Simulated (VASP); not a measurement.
# H in VASP: further runs, part 2 of 2

VASP 6.6.1.

**3. Single point, PBE**

This run uses another cell than the first one: it holds 8 atoms, not 2.

The input, INCAR:

```
ALGO     = Normal         # electronic algorithm
EDIFF    = 1E-6           # SCF threshold, eV
ENCUT    = 520            # plane-wave cutoff, eV
GGA      = PE             # functional
ISIF     = 2              # what is computed and relaxed
ISMEAR   = 0              # smearing method
LASPH    = True           # aspherical terms in the spheres
LCHARG   = False          # write CHGCAR
LREAL    = False          # projectors in reciprocal space
LWAVE    = False          # write WAVECAR
NBANDS   = 14             # bands
NELM     = 80             # most SCF steps
PREC     = Accurate       # precision mode
SIGMA    = 0.05           # smearing width, eV
```

The input, KPOINTS:

```
k-points
0
Gamma
  6 6 6
```

The input, POSCAR:

```
H
1.0
    3.7097352756     -3.7097352756      0.0000000000
    3.7097352756      3.7097352756      0.0000000000
   -3.7097352756      0.0000000000      4.5711281958
H
8
Direct
    0.4589455360      0.4589455360      0.9178910720
    0.2089455360      0.7089455360      0.4178910720
    0.9589455360      0.9589455360      0.9178910720
    0.7089455360      0.2089455360      0.4178910720
    0.0410544640      0.0410544640      0.0821089280
    0.7910544640      0.2910544640      0.5821089280
    0.5410544640      0.5410544640      0.0821089280
    0.2910544640      0.7910544640      0.5821089280
```

Potentials or basis: VASP PAW PBE potentials, release 64 (H).

Started as:

```console
$ cat potpaw_PBE.64/H/POTCAR > POTCAR
$ mpirun -np 1 vasp_std > vasp.out
```

It took 29 s on 1 thread of Intel Xeon 6975P-C (Granite Rapids), shared host; peak memory 0.26 GiB.

The run converged. Its results:

- Free energy: -27.1594 eV
- Pressure: -0.2 GPa
- Largest force: 0.009 eV/Å
- Band gap on the k mesh: 9.28 eV

Forces in eV/Å, atoms in the order of the input:
```
H    0.000  0.000  0.009
H    0.000  0.000  0.009
H    0.000  0.000  0.009
H    0.000  0.000  0.009
H    0.000  0.000 -0.009
H    0.000  0.000 -0.009
H    0.000  0.000 -0.009
H    0.000  0.000 -0.009
```

Levels at points of the mesh, in eV from the valence-band top:
```
           k point  band 2  band 3  band 4  band 5  band 6  band 7
(0.00, 0.00, 0.00)   -0.29   -0.29    0.00   10.13   11.25   11.25
(0.50, 0.00, 0.00)   -0.78   -0.25   -0.25   10.28   10.28   10.53
(0.50, 0.50, 0.00)   -0.55   -0.47   -0.47    9.27    9.27   11.11
(0.00, 0.00, 0.50)   -0.72   -0.34   -0.34   10.05   10.05   10.77
```

A k mesh can miss the band edges.

**4. Single point, PBEsol (functional PBEsol, strained)**

The input, INCAR:

```
SYSTEM = H
PREC = Accurate
ENCUT = 520
EDIFF = 1E-7
ISMEAR = 0
SIGMA = 0.02
LREAL = .False.
LASPH = .True.
NELM = 100
ALGO = Normal
ISIF = 2
LWAVE = .False.
LCHARG = .True.
GGA = PS
LELF = .True.
LVHAR = .True.
NBANDS = 8
```

The input, KPOINTS:

```
regular mesh
0
Gamma
  10 10 10
  0 0 0
```

The input, POSCAR:

```
H
1.0
   -1.6955264913      1.6955264913      2.1868404280
    1.6955264913     -1.6955264913      2.1868404280
    1.6955264913      1.6955264913     -2.1868404280
H
2
Direct
    0.8491376947      0.8491376947      0.0000000000
    0.1508623053      0.1508623053      0.0000000000
```

Potentials or basis: VASP PAW PBE potentials, release 64 (H).

Started as:

```console
$ cat potpaw_PBE.64/H/POTCAR > POTCAR
$ mpirun -np 1 vasp_std > vasp.out
```

OUTCAR:

```text
SYSTEM = H
   PREC = Accurate
   ENCUT = 520
   EDIFF = 1E-7
   ISMEAR = 0
   LREAL = .False.
   LASPH = .True.
   NELM = 100
   ISIF = 2
   GGA = PS

 ion  position               nearest neighbor table
   1  0.849  0.849  0.000-
   2  0.151  0.151  0.000-

  LATTYP: Found a body centered tetragonal cell.
 ALAT       =     3.3910529826
 C/A-ratio  =     1.2897707227

  Lattice vectors:

[... 439 lines left out ...]
  band No.  band energies     occupation
      1      -6.2049      2.00000
      2      -0.9814      0.00000
      3       3.4235      0.00000
      4       7.1268      0.00000
      5       9.8036      0.00000
      6      16.8992      0.00000
      7      17.2891      0.00000
      8      19.8665      0.00000

 [... further k-points ...]
[... 5 lines left out ...]
  --------------------------------------------------------------------------------------
  -------------------------------------------------------------------------------------
  Total       -0.1897938     -0.1897938     -5.6240903      0.0000000     -0.0000000      0.0000000
  in kB      -12.0922288    -12.0922288   -358.3245996      0.0000000     -0.0000000      0.0000000
  external PRESSURE =    -127.5030191 kB  Pullay stress =       0.0000000 kB

 VOLUME and BASIS-vectors are now :
 -----------------------------------------------------------------------------
  energy-cutoff  :      520.00
  volume of cell :       25.15
      direct lattice vectors                 reciprocal lattice vectors
    -1.695526491  1.695526491  2.186840428     0.000000000  0.294893653  0.228640368
     1.695526491 -1.695526491  2.186840428     0.294893653  0.000000000  0.228640368
     1.695526491  1.695526491 -2.186840428     0.294893653  0.294893653  0.000000000

 POSITION                                       TOTAL-FORCE (eV/Angst)
 -----------------------------------------------------------------------------------
      0.00000      0.00000      3.71386        -0.000000     -0.000000      4.166625
      0.00000      0.00000      0.65982         0.000000      0.000000     -4.166625
 -----------------------------------------------------------------------------------
    total drift:                                0.000000     -0.000000      0.000000

  FREE ENERGIE OF THE ION-ELECTRON SYSTEM (eV)
  ---------------------------------------------------
  free  energy   TOTEN  =        -4.5603723053 eV

  energy  without entropy=       -4.5603723053  energy(sigma->0) =       -4.56037231
```

It took 8.4 s on 1 thread of Intel Xeon 6975P-C, shared host; peak memory 0.14 GiB.

What came out:

```yaml
Free_energy: -4.5604 eV
Pressure: -12.8 GPa
Largest_force: 4.167 eV/Å
Band_gap_on_the_k_mesh: 2.97 eV, direct
```

Forces on the atoms (eV/Å):
```
H    0.000  0.000  4.167
H    0.000  0.000 -4.167
```

Stress tensor (GPa, compression positive):
```
 -1.21   0.00   0.00
  0.00  -1.21   0.00
  0.00   0.00 -35.83
```

Caveat: the cell differs from its parent crystal (functional PBEsol, strained); the PAW data sets were made with another functional, which shifts forces and pressure a little. A k mesh can miss the band edges.

**5. Single point, PBE (one atom moved)**

The input, INCAR:

```
SYSTEM = H
PREC = Accurate ; ENCUT = 520
EDIFF = 1E-7 ; ISMEAR = 0
SIGMA = 0.02 ; LREAL = .False.
LASPH = .True. ; NELM = 100
ALGO = Normal ; ISIF = 2
LWAVE = .False. ; LCHARG = .True.
GGA = PE ; LELF = .True.
LVHAR = .True. ; NBANDS = 8
```

KPOINTS is that of step 4.

The input, POSCAR:

```
H
1.0
   -1.6915344700      1.6915344700      2.0584739900
    1.6915344700     -1.6915344700      2.0584739900
    1.6915344700      1.6915344700     -2.0584739900
H
2
Direct
    0.8696668161      0.8999883975      0.0121369090
    0.0901377100      0.0901377100      0.0000000000
```

Started as:

```console
$ cat potpaw_PBE.64/H/POTCAR > POTCAR
$ mpirun -np 1 vasp_std > vasp.out
```

It took 34 s on 1 thread of Intel Xeon 6975P-C, shared host; peak memory 0.19 GiB.

The run converged. Its results:

* Free energy: -6.5758 eV
* Pressure: -5.5 GPa
* Largest force: 2.931 eV/Å
* Band gap on the k mesh: 7.28 eV, indirect (least direct gap 8.22 eV)

Forces on the atoms (eV/Å):
```
H   -0.245  0.105  2.919
H    0.245 -0.105 -2.919
```

Stress tensor (GPa, compression positive):
```
  0.17   0.05   1.45
  0.05   0.27  -0.62
  1.45  -0.62 -16.88
```

Levels at points of the mesh, in eV from the valence-band top:
| k point | band 1 | band 2 | band 3 | band 4 | band 5 | band 6 |
| --- | --- | --- | --- | --- | --- | --- |
| (0.00, 0.00, 0.00) | -2.82 | 13.53 | 14.59 | 22.74 | 22.76 | 24.38 |
| (0.50, 0.00, 0.00) | -0.97 | 7.41 | 16.30 | 17.21 | 19.39 | 22.18 |
| (0.00, 0.50, 0.00) | -1.03 | 7.72 | 16.41 | 16.56 | 19.45 | 22.06 |
| (0.00, 0.50, 0.50) | -1.01 | 7.60 | 16.37 | 16.81 | 19.44 | 22.10 |
| (0.50, 0.00, 0.50) | -0.94 | 7.28 | 16.25 | 17.51 | 19.34 | 22.24 |
| (0.50, 0.50, 0.00) | -0.77 | 9.66 | 11.98 | 15.50 | 18.20 | 18.83 |
| (0.00, 0.00, 0.50) | -0.77 | 9.72 | 11.92 | 15.51 | 18.19 | 18.82 |
| (0.50, 0.50, 0.50) | 0.00 | 8.35 | 14.37 | 15.15 | 15.16 | 17.52 |

Caveat: the cell differs from its parent crystal (one atom moved); forces of over 1 eV/Å act on the atoms, so gaps and moduli don't describe the material at rest. A k mesh can miss the band edges.

**6. Summary**

| level | cell | k mesh | smearing | gap on the mesh (eV) | pressure (GPa) | largest force (eV/Å) |
| --- | --- | --- | --- | --- | --- | --- |
| PBE | a = 3.479 Å, angles 115.6, 115.6, 97.9°, 2 atoms | 10 × 10 × 10 | gaussian 0.05 eV | 9.28 | -0.2 | 0.01 |
| PBE | a = 5.246, b = 5.246, c = 5.887 Å, angles 116.5, 116.5, 90.0°, 8 atoms | 6 × 6 × 6 | gaussian 0.05 eV | 9.28 | -0.2 | 0.01 |
| PBEsol | a = 3.245 Å, angles 117.0, 117.0, 95.3°, 2 atoms | 10 × 10 × 10 | gaussian 0.02 eV | 2.97 | -12.8 | 4.17 |
| PBE | a = 3.156 Å, angles 115.2, 115.2, 98.6°, 2 atoms | 10 × 10 × 10 | gaussian 0.02 eV | 7.28 | -5.5 | 2.93 |

Alike in all rows: task single point; potentials or basis VASP PAW PBE potentials, release 64 (H); no spin polarisation; cutoff (eV) 520.

Caveats: the PAW data sets were made with another functional, which shifts forces and pressure a little (some runs); forces of over 1 eV/Å act on the atoms, so gaps and moduli don't describe the material at rest (some runs).

Total energies depend on the potentials used, so only differences within one code and one set of settings carry meaning.
